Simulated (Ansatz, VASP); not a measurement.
Ca: VASP beside Ansatz

```
Ca
1.0
     0.00000    2.84900    2.84900
     2.84900    0.00000    2.84900
     2.84900    2.84900    0.00000
Ca
1
Cartesian
  0.0000 0.0000 0.0000
```

Change from the starting cell: volume scaled by 1.06.

Alike in both runs: task single point; functional PBE; k mesh 11 × 11 × 11; occupations fermi-dirac, width 0.05 eV; no spin polarisation.

|  | VASP | Ansatz |
| --- | --- | --- |
| version | VASP 6.6.1 | Ansatz 0.2.0 |
| potentials or method | VASP PAW PBE potentials, release 64 (Ca_sv), cutoff 520 eV | all-electron LAPW, scalar-relativistic |

|  | VASP | Ansatz | Ansatz less VASP |
| --- | --- | --- | --- |
| pressure (GPa) | -1.4 | -1.4 | -0.01 |

Ansatz ran all-electron here, and VASP with PAW potentials.
